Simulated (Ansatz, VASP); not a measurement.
# Pd: VASP beside Ansatz

```xyz
1
Lattice="0.0000 1.9762 1.9762 1.9762 0.0000 1.9762 1.9762 1.9762 0.0000" Properties=species:S:1:pos:R:3 pbc="T T T"
Pd    0.0000    0.0000    0.0000
```

Alike in both runs: functional PBE; k mesh 8 × 8 × 8; occupations gaussian, width 0.1 eV; no spin polarisation.

Ansatz relaxed the structure, and its values are those at the end. VASP's run is a single point on that final structure, the one shown.

|  | VASP | Ansatz |
| --- | --- | --- |
| version | VASP 6.6.1 | Ansatz 0.2.0 |
| potentials or method | VASP PAW PBE potentials, release 64 (Pd), cutoff 500 eV | scalar-relativistic, plane waves, PAW |
| valence electrons in the cell | 10 | 18 |

|  | VASP | Ansatz | Ansatz less VASP |
| --- | --- | --- | --- |
| gap on the k mesh at the Fermi level (eV) | none | none | - |
| pressure (GPa) | -0.7 | -0.5 | +0.23 |

A gap of «none» marks a metal or a gap that the smearing closes. VASP's potentials hold 10 valence electrons a cell and Ansatz's 18, so a difference there can come from the potentials and not from the codes.
